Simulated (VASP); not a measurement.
Runs of VASP 6.6.1 on ScSn3Se. The structure is that of space group Pm-3m (No. 221), or close to it. The cells are those of the table. 

| task | spin | cell | k mesh | cutoff (eV) | gap on the mesh (eV) | pressure (GPa) |
| --- | --- | --- | --- | --- | --- | --- |
| relaxation of cell and atoms | off | relaxed from a = 5.440 Å, 5 atoms | 4 × 4 × 4 | 600 | none | -0.1 |
| single point | collinear, ferromagnetic start | a = 5.546 Å, 5 atoms | 4 × 4 × 4 | 520 | none | 0.2 |
| single point | off | a = 5.546 Å, 5 atoms | 4 × 4 × 4 | 520 | none | 0.2 |
| single point | off | a = 5.440 Å, 5 atoms | 4 × 4 × 4 | 520 | none | (a) |
| single point | off | a = 5.563 Å, 5 atoms | 8 × 8 × 8 | 520 | none | 0.0 |

Alike in all rows: level PBE; potentials or basis VASP PAW PBE potentials, release 64 (Sc_sv, Sn_d, Se); smearing gaussian 0.1 eV.

Estimate the missing entries.

(a) 2.3.

Caveats: spin-orbit coupling is left out, which moves the levels of the heavy elements.

A k mesh can miss the band edges, and the runs leave out spin-orbit coupling on Se, Sn.

A gap of «none» marks levels without a gap at the run's occupations.
